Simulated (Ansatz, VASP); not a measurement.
# One calculation of Rh, two programs

```xyz
1
Lattice="0.0000 1.8627 1.8627 1.8627 0.0000 1.8627 1.8627 1.8627 0.0000" Properties=species:S:1:pos:R:3 pbc="T T T"
Rh    0.0000    0.0000    0.0000
```

Change from the starting cell: volume scaled by 0.94, crystal datasets.

Alike in both runs: task electric field gradients; functional LDA; k mesh 16 × 16 × 16; occupations fermi-dirac, width 0.03 eV; no spin polarisation.

|  | VASP | Ansatz |
| --- | --- | --- |
| version | VASP 6.6.1 | Ansatz 0.2.0 |
| potentials or method | VASP PAW LDA potentials, release 64 (Rh_pv), cutoff 520 eV | all-electron PAW with datasets made for the crystal, scalar-relativistic |

VASP gave:

```
pressure (GPa) : 8.7
```

Q: Which values does Ansatz return?

A: Pressure (GPa): 7.7.

LDA's correlation is that of Perdew and Zunger in VASP and of Perdew and Wang (1992) in Ansatz. Ansatz ran all-electron here, and VASP with PAW potentials.
